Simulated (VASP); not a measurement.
Write the native input for VASP 6.6.1 that does the following.

```yaml
Task: single point
Functional: PBE
Dispersion: D3(BJ)
Potentials_or_basis: VASP PAW PBE potentials, release 64 (W_sv, C, F, H)
Cutoff: 520 eV
k_mesh: 3 × 3 × 1
Occupations: fermi-dirac, width 0.1 eV
Spin: no spin polarisation
Dipole_correction: no
Further_INCAR_settings: LREAL = Auto; ALGO = Normal; EDIFF = 1e-07; NBANDS = 131
```

The structure of HW12C12F lies in POSCAR:

```
HW12C12F
1.0
    5.7147400000      0.0000000000      0.0000000000
    0.0000000000      5.6084200000      0.0000000000
    0.0000000000      0.0000000000     18.5988130000
W C F H
12 12 1 1
Direct
    0.0000000000      0.0000000000      0.0537668721
    0.2211299202      0.0080058198      0.1930875911
   -0.0180060685      0.0108051822      0.3222517480
    0.0000000000      0.4999982170      0.0537668721
    0.2536598340      0.4906194615      0.1856139959
   -0.0012249026      0.5099832038      0.3305372230
    0.5000052496      0.0000000000      0.0537668721
    0.7319493100     -0.0040118251      0.1844741382
    0.4933732768      0.0044040924      0.3231066413
    0.5000052496      0.4999982170      0.0537668721
    0.7484155010      0.4956654459      0.1876786438
    0.5109943759      0.5026371064      0.3180901921
   -0.0000349972      0.2651905528      0.1356161815
    0.2446830477      0.2506231702      0.2770284319
   -0.2792078030      0.2417258337      0.3681955402
   -0.0009799221      0.7717146719      0.1372291877
    0.2287068178      0.7416527293      0.2790715730
   -0.0780962913      0.7674175615      0.4115585226
    0.4865488194      0.2519782755      0.1363742944
    0.7300944575      0.2318478288      0.2717861618
    0.2797327612      0.2901173593      0.3678998224
    0.4931282963      0.7555782199      0.1370194969
    0.7856525406      0.7430434953      0.2704473667
    0.7042840094      0.7314716088      0.3911808780
    0.3421153018      0.7227704059      0.4678739444
    0.1739886679      0.7522082868      0.4556204743
```

One way to write it, as run:

INCAR

```
SYSTEM = HW12C12F
PREC = Accurate
ENCUT = 520
EDIFF = 1E-7
ISMEAR = -1
SIGMA = 0.1
LREAL = Auto
LASPH = .True.
NELM = 60
ALGO = Normal
ISIF = 2
LWAVE = .False.
LCHARG = .False.
GGA = PE
IVDW = 12
NBANDS = 131
```

KPOINTS

```
Automatic mesh
0
Gamma
  3 3 1
  0 0 0
```

Potentials or basis: VASP PAW PBE potentials, release 64 (W_sv, C, F, H).

Launch:

```console
$ cat potpaw_PBE.64/W_sv/POTCAR potpaw_PBE.64/C/POTCAR potpaw_PBE.64/F/POTCAR potpaw_PBE.64/H/POTCAR > POTCAR
$ mpirun -np 1 vasp_std > vasp.out
```

Results of the run:

```yaml
Largest_force: 4.135 eV/Å
Band_gap_on_the_k_mesh: zero (bands 112 and 113 overlap by 0.02 eV)
Dispersion_energy_per_atom: -0.311 eV
```

Caveat: the k points lie up to 0.37 Å⁻¹ apart; there is no dipole correction, which matters where the two faces differ; spin-orbit coupling is left out, which moves the levels of the heavy elements.

Wall time 18 min on 1 thread of Intel(R) Xeon(R) Platinum 8375C CPU @ 2.90GHz (Ice Lake), on a shared host, peak memory 0.74 GiB.
